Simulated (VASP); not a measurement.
A run of VASP 6.6.1 is set up as follows.

INCAR

```
SYSTEM = BiTe
PREC = Accurate
ENCUT = 520
EDIFF = 1E-7
ISMEAR = -1
SIGMA = 0.05
LREAL = .False.
LASPH = .True.
NELM = 100
ALGO = Normal
ISIF = 2
LWAVE = .False.
LCHARG = .False.
GGA = PS
NBANDS = 18
```

File KPOINTS:

```
Automatic mesh
0
Gamma
  7 7 7
  0 0 0
```

Contents of POSCAR:

```
BiTe
1.0
    2.4227077728      1.3987509848      3.3172919545
   -2.4227077728      1.3987509848      3.3172919545
    0.0000000000     -2.7975019696      3.3172919545
Bi Te
1 1
Direct
    0.5000000000      0.5000000000      0.5000000000
    0.0000000000      0.0000000000      0.0000000000
```

Potentials or basis: VASP PAW PBE potentials, release 64 (Bi_d, Te).

Launch:

```sh
$ cat potpaw_PBE.64/Bi_d/POTCAR potpaw_PBE.64/Te/POTCAR > POTCAR
$ mpirun -np 1 vasp_std > vasp.out
```

What does it give for the pressure?

-2.3 GPa.

Stress tensor (GPa, compression positive):
```
-2.39  0.00  0.00
 0.00 -2.39  0.00
 0.00  0.00 -2.25
```

Caveat: the PAW data sets were made with another functional, which shifts forces and pressure a little.
